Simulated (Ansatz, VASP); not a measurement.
## InAs: VASP beside Ansatz

```
CELL_PARAMETERS angstrom
0.00000 2.63803 2.63803
2.63803 0.00000 2.63803
2.63803 2.63803 0.00000
ATOMIC_POSITIONS crystal
In 0.00000 0.00000 0.00000
As 0.50000 0.50000 0.50000
```

Change from the starting cell: volume scaled by 0.8, PAW files.

Alike in both runs: task single point; functional r2SCAN; k mesh 13 × 13 × 13; occupations fermi-dirac, width 0.05 eV; no spin polarisation.

|  | VASP | Ansatz |
| --- | --- | --- |
| version | VASP 6.6.1 | Ansatz 0.2.0 |
| potentials or method | VASP PAW PBE potentials, release 64 (In_d, As) | PAW with Ansatz's default frozen-core files, scalar-relativistic |
| plane-wave cutoff (eV) | 550 | 500 |
| valence electrons in the cell | 18 | 28 |

```tsv
	VASP	Ansatz	Ansatz less VASP
pressure (GPa)	27.8	27.4	-0.40
```

VASP's potentials were made for PBE, not for r2SCAN. VASP's potentials hold 18 valence electrons a cell and Ansatz's 28, so a difference there can come from the potentials and not from the codes.
